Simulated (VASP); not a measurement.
SiNi3: electric field gradients with PBE

Crystal: SiNi3.

```
Si Ni
1.0
     3.55110    0.00000    0.00000
     0.00000    3.55110    0.00000
     0.00000    0.00000    3.55110
Si Ni
1 3
Direct
  0.00000 0.00000 0.00000
  0.00000 0.50000 0.50000
  0.50000 0.00000 0.50000
  0.50000 0.50000 0.00000
```

```
Program                : VASP 6.6.1
Task                   : electric field gradients
Functional             : PBE
Potentials or basis    : VASP PAW PBE potentials, release 64 (Si, Ni)
Cutoff                 : 520 eV
k mesh                 : 12 × 12 × 12
Occupations            : fermi-dirac, width 0.05 eV
Spin                   : collinear spin, ferromagnetic start
Starting moments       : [0.0, 1.5, 1.5, 1.5] μB
Dipole correction      : no
Further INCAR settings : ALGO = Normal; EDIFF = 1e-08; NBANDS = 29
```

The pressure is -7.3 GPa. The band gap on the k mesh is zero (filled and empty bands overlap) and the net moment is 0.00 μB per cell. The largest electric field gradient by atom is Si -0.0; Ni -39.6 V/Å². The valence electrons inside the program's atomic spheres are Si 1.53; Ni 9.39.

Levels at points of the mesh, in eV from the Fermi level:
Spin up:
| k point | band 14 | band 15 | band 16 | band 17 | band 18 | band 19 | band 20 | band 21 |
| --- | --- | --- | --- | --- | --- | --- | --- | --- |
| (0.00, 0.00, 0.00) | -0.60 | -0.60 | -0.29 | 0.02 | 0.02 | 0.02 | 4.46 | 6.14 |
| (0.50, 0.00, 0.00) | -1.23 | -1.09 | -0.54 | 0.02 | 3.45 | 3.45 | 4.91 | 5.17 |
| (0.50, 0.50, 0.00) | -1.35 | -1.06 | -0.97 | -0.90 | 0.60 | 0.60 | 5.35 | 6.14 |
| (0.50, 0.50, 0.50) | -1.18 | -1.18 | -0.32 | -0.21 | -0.21 | -0.21 | 1.04 | 3.85 |
Spin down:
| k point | band 13 | band 14 | band 15 | band 16 | band 17 | band 18 | band 19 | band 20 | band 21 | band 22 |
| --- | --- | --- | --- | --- | --- | --- | --- | --- | --- | --- |
| (0.00, 0.00, 0.00) | -0.85 | -0.60 | -0.60 | -0.29 | 0.02 | 0.02 | 0.02 | 4.46 | 6.14 | 6.14 |
| (0.50, 0.00, 0.00) | -1.25 | -1.23 | -1.09 | -0.54 | 0.02 | 3.45 | 3.45 | 4.91 | 5.17 | 5.17 |
| (0.50, 0.50, 0.00) | -1.36 | -1.35 | -1.06 | -0.97 | -0.90 | 0.60 | 0.60 | 5.35 | 6.14 | 7.53 |
| (0.50, 0.50, 0.50) | -1.37 | -1.18 | -1.18 | -0.32 | -0.21 | -0.21 | -0.21 | 1.04 | 3.85 | 3.85 |

Electric field gradients, principal values (V/Å²):
| atom | least | middle | greatest (by size) |
| --- | --- | --- | --- |
| 1 Si | 0.000 | 0.000 | 0.000 |
| 2 Ni | 19.811 | 19.811 | -39.621 |
| 3 Ni | 19.811 | 19.811 | -39.621 |
| 4 Ni | 19.811 | 19.811 | -39.621 |

It took 2.8 min on 1 thread of Intel(R) Xeon(R) Platinum 8488C (Sapphire Rapids) (shared host), peak memory 0.28 GiB.

Caveat: the cell stands under tension; without QUAD_EFG the Cq values of the log hold for a quadrupole moment of 1 mb, not for the nuclei.
